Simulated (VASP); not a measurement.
# CdTe (F-43m) in VASP: a series of runs, part 2 of 3

VASP 6.6.1. The steps go on from the part before.

### Step 4. Single point, PBE-based screened hybrid with 15 % exact exchange

File POSCAR:

```
CdTe
1.0
    0.0000000000      3.2799551172      3.2799551172
    3.2799551172      0.0000000000      3.2799551172
    3.2799551172      3.2799551172      0.0000000000
Cd Te
1 1
Direct
    0.0000000000      0.0000000000      0.0000000000
    0.2500000000      0.2500000000      0.2500000000
```

File INCAR.step1:

```
SYSTEM = CdTe
PREC = Accurate
ENCUT = 520
EDIFF = 1E-5
ISMEAR = 0
SIGMA = 0.01
LREAL = .False.
LASPH = .True.
NELM = 100
ALGO = Normal
ISIF = 2
LWAVE = .True.
LCHARG = .False.
NBANDS = 16
GGA = PE
```

File INCAR.step2:

```
SYSTEM = CdTe
PREC = Accurate
ENCUT = 520
EDIFF = 1E-7
ISMEAR = 0
SIGMA = 0.01
LREAL = .False.
LASPH = .True.
NELM = 100
ALGO = Normal
ISIF = 2
LWAVE = .False.
LCHARG = .False.
GGA = PE
LHFCALC = .True.
AEXX = 0.15
HFSCREEN = 0.2078
PRECFOCK = Normal
NBANDS = 16
ISTART = 1
```

File KPOINTS:

```
regular mesh
0
Gamma
  4 4 4
  0 0 0
```

Potentials or basis: VASP PAW PBE potentials, release 64 (Cd, Te).

Launch:

```bash
$ cat potpaw_PBE.64/Cd/POTCAR potpaw_PBE.64/Te/POTCAR > POTCAR
$ cp INCAR.step1 INCAR
$ mpirun -np 1 vasp_std > vasp.out
$ cp INCAR.step2 INCAR
$ mpirun -np 1 vasp_std > vasp.out
```

OUTCAR:

```text
SYSTEM = CdTe
   PREC = Accurate
   ENCUT = 520
   EDIFF = 1E-7
   ISMEAR = 0
   LREAL = .False.
   LASPH = .True.
   NELM = 100
   ISIF = 2
   GGA = PE
   LHFCALC = .True.
   AEXX = 0.15
   HFSCREEN = 0.2078
   PRECFOCK = Normal
   ISTART = 1

 ion  position               nearest neighbor table
   1  0.000  0.000  0.000-   2 2.84   2 2.84   2 2.84   2 2.84
   2  0.250  0.250  0.250-   1 2.84   1 2.84   1 2.84   1 2.84

  LATTYP: Found a face centered cubic cell.
 ALAT       =     6.5599102344

  Lattice vectors:

 A1 = (   0.0000000000,   3.2799551172,   3.2799551172)
 A2 = (   3.2799551172,   0.0000000000,   3.2799551172)
 A3 = (   3.2799551172,   3.2799551172,   0.0000000000)

Analysis of symmetry for initial positions (statically):
=====================================================================
 Subroutine PRICEL returns:
 Original cell was already a primitive cell.

 Routine SETGRP: Setting up the symmetry group for a
 face centered cubic supercell.

 Subroutine GETGRP returns: Found 24 space group operations
 (whereof 24 operations were pure point group operations)
 out of a pool of 48 trial point group operations.

The static configuration has the point symmetry T_d .

Analysis of symmetry for dynamics (positions and initial velocities):
=====================================================================
 Subroutine PRICEL returns:
 Original cell was already a primitive cell.

 Routine SETGRP: Setting up the symmetry group for a
 face centered cubic supercell.

 Subroutine GETGRP returns: Found 24 space group operations
 (whereof 24 operations were pure point group operations)
 out of a pool of 48 trial point group operations.

The dynamic configuration has the point symmetry T_d .

 Subroutine INISYM returns: Found 24 space group operations
 (whereof 24 operations are pure point group operations),
 and found     1 'primitive' translations

----------------------------------------------------------------------------------------

                                     Primitive cell

  volume of cell :      70.5722

  direct lattice vectors                    reciprocal lattice vectors
     0.000000000  3.279955117  3.279955117    -0.152441110  0.152441110  0.152441110
     3.279955117  0.000000000  3.279955117     0.152441110 -0.152441110  0.152441110
     3.279955117  3.279955117  0.000000000     0.152441110  0.152441110 -0.152441110

  length of vectors
     4.638557011  4.638557011  4.638557011     0.264035748  0.264035748  0.264035748

  position of ions in fractional coordinates (direct lattice)
     0.000000000  0.000000000  0.000000000
     0.250000000  0.250000000  0.250000000

  ion indices of the primitive-cell ions
   primitive index   ion index
                 1           1
                 2           2

----------------------------------------------------------------------------------------

 KPOINTS: regular mesh

Automatic generation of k-mesh.
[... 24 lines left out ...]
  0.250000  0.000000  0.000000      8.000000
  0.500000  0.000000  0.000000      4.000000
  0.250000  0.250000  0.000000      6.000000
  0.500000  0.250000  0.000000     24.000000
 -0.250000  0.250000  0.000000     12.000000
  0.500000  0.500000  0.000000      3.000000
 -0.250000  0.500000  0.250000      6.000000
   k-points           NKPTS =      8   k-points in BZ     NKDIM =     64   number of bands    NBANDS=     16
   number of dos      NEDOS =    301   number of ions     NIONS =      2
   total plane-waves  NPLWV =  46656
   dimension x,y,z NGX =    36 NGY =   36 NGZ =   36
   dimension x,y,z NGXF=    72 NGYF=   72 NGZF=   72
   ions per type =               1   1
   NGX,Y,Z   is equivalent  to a cutoff of  12.90, 12.90, 12.90 a.u.
   NGXF,Y,Z  is equivalent  to a cutoff of  25.80, 25.80, 25.80 a.u.
 SYSTEM =  CdTe
   PREC   = accura    normal or accurate (medium, high low for compatibility)
   ISTART =      1    job   : 0-new  1-cont  2-samecut
   ICHARG =      0    charge: 1-file 2-atom 10-const
   ISPIN  =      1    spin polarized calculation?
   LNONCOLLINEAR =      F non collinear calculations
   LSORBIT =      F    spin-orbit coupling
   LASPH  =      T    aspherical Exc in radial PAW
   ENCUT  =  520.0 eV  38.22 Ry    6.18 a.u.   8.62  8.62  8.62*2*pi/ulx,y,z
   NELM   =    100;   NELMIN=  2; NELMDL=  0     # of ELM steps
   EDIFF  = 0.1E-06   stopping-criterion for ELM
   LREAL  =      F    real-space projection
   EDIFFG = 0.1E-05   stopping-criterion for IOM
   NSW    =      0    number of steps for IOM
   IBRION =     -1    ionic relax: 0-MD 1-quasi-New 2-CG
   NFREE  =      0    steps in history (QN), initial steepest desc. (CG)
   ISIF   =      2    stress and relaxation
   ISYM   =      3    0-nonsym 1-usesym 2-fastsym
   POTIM  = 0.5000    time-step for ionic-motion
   TEBEG  =    0.0;   TEEND  =   0.0 temperature during run
   PSTRESS=    0.0 pullay stress
   NELECT =      18.0000    total number of electrons
   NUPDOWN=      -1.0000    fix difference up-down
   EMIN   =  10.00;   EMAX   =-10.00  energy-range for DOS
   EFERMI =   0.00;   METHOD = LEGACY
   ISMEAR =     0;   SIGMA  =   0.01  broadening in eV -4-tet -1-fermi 0-gaus
   EFERMI_NEDOS =   21; number of points for ismear=-14 and -15
   IALGO  =     38    algorithm
   IMIX   =      1    mixing-type and parameters
     AMIX     =   0.40;   BMIX     =  1.00
     AMIX_MAG =   1.60;   BMIX_MAG =  1.00
  volume/ion in A,a.u.               =      35.29       238.12
  Fermi-wavevector in a.u.,A,eV,Ry     =   1.038216  1.961944 14.665621  1.077893
  Thomas-Fermi vector in A             =   2.172690
   LORBIT       =      0    0 simple, 1 ext, 2 COOP (PROOUT), +10 PAW based schemes
   GGA     = PE    functional components
   LHFCALC =     T    Hartree Fock is set to
   PRECFOCK=normal    Normal, Fast or Accurate (Low or Medium for compatibility)
   ENCUT4O =  -1.0   cutoff for four orbital integrals eV
   NKREDX  =     1    reduce k-point grid by
   NKREDY  =     1    reduce k-point grid by
   NKREDZ  =     1    reduce k-point grid by
   AEXX    =    0.1500 exact exchange contribution
   HFSCREEN=    0.2078 screening length (either q_TF or 0.3 A-1)
   HFSCREENC=   0.2078 screening length for correlation (either q_TF or 0.3 A-1)
   ENCUTFOCK=  -1.0 apply spherical cutoff to Coloumb kernel
   IVDW    =     0    specifies the selected vdW correction
   LEPSILON=     F    determine dielectric tensor
   LRPA    =     F    only Hartree local field effects (RPA)
 non-spin polarized calculation
 Gauss-broadening in eV      SIGMA  =   0.01
  energy-cutoff  :      520.00
  volume of cell :       70.57
 maximum number of plane-waves:      1924
 NGX is ok and might be reduce to    36
  NGX = 28; NGY = 28; NGZ = 28

 number of electron      18.0000006 magnetization

 Free energy of the ion-electron system (eV)
  ---------------------------------------------------
  ext. energy  EPLUGINS =         0.00000000
  ---------------------------------------------------
  free energy    TOTEN  =        -5.45863082 eV

  energy without entropy =       -5.45863082  energy(sigma->0) =       -5.45863082

 E-fermi :   1.7938     XC(G=0):  -7.5838

 val. band max:        1.7452732551   @ k =   0.0000   0.0000   0.0000
 cond. band min:       2.8600756274   @ k =   0.0000   0.0000   0.0000
 fundamental gap:      1.1148023723
 Fermi energy:         1.7937847702

 k-point     1 :       0.0000    0.0000    0.0000
  band No.  band energies     occupation
      1      -9.7988      2.00000
      2      -7.2342      2.00000
      3      -7.2342      2.00000
      4      -7.2342      2.00000
      5      -6.9993      2.00000
      6      -6.9993      2.00000
[... 129 lines left out ...]
      3      -7.1172      2.00000
      4      -7.0258      2.00000
      5      -6.9978      2.00000
      6      -6.3952      2.00000
[... 8 lines left out ...]
     15      13.3774      0.00000
     16      13.5559      0.00000

------------------------ aborting loop because EDIFF is reached ----------------------------------------

  FORCE on cell =-STRESS in cart. coord.  units (eV):
  Direction    XX          YY          ZZ          XY          YZ          ZX
  --------------------------------------------------------------------------------------
  -------------------------------------------------------------------------------------
  Total        0.2916982      0.2916982      0.2916982      0.0000000      0.0000000     -0.0000000
  in kB        6.6223271      6.6223271      6.6223271      0.0000000      0.0000000     -0.0000000
  external PRESSURE =       6.6223271 kB  Pullay stress =       0.0000000 kB

 VOLUME and BASIS-vectors are now :
 -----------------------------------------------------------------------------
  energy-cutoff  :      520.00
  volume of cell :       70.57
      direct lattice vectors                 reciprocal lattice vectors
     0.000000000  3.279955117  3.279955117    -0.152441110  0.152441110  0.152441110
     3.279955117  0.000000000  3.279955117     0.152441110 -0.152441110  0.152441110
     3.279955117  3.279955117  0.000000000     0.152441110  0.152441110 -0.152441110

 POSITION                                       TOTAL-FORCE (eV/Angst)
 -----------------------------------------------------------------------------------
      0.00000      0.00000      0.00000         0.000000      0.000000      0.000000
      1.63998      1.63998      1.63998        -0.000000     -0.000000     -0.000000
 -----------------------------------------------------------------------------------
    total drift:                               -0.000001     -0.000001     -0.000001

  FREE ENERGIE OF THE ION-ELECTRON SYSTEM (eV)
  ---------------------------------------------------
  free  energy   TOTEN  =        -5.4586308218 eV

  energy  without entropy=       -5.4586308218  energy(sigma->0) =       -5.45863082
```

Run time: 26 min. Hardware: 1 thread of AMD EPYC 7R43 (Zen 3), shared host; peak memory 0.28 GiB.

What came out:

```
Free energy            : -5.4586 eV
Pressure               : 0.7 GPa
Band gap on the k mesh : 1.11 eV
```

Caveat: the PAW data sets were made with another functional, which shifts forces and pressure a little; spin-orbit coupling is left out, which moves the levels of the heavy elements.

[end of part 2 of 3]
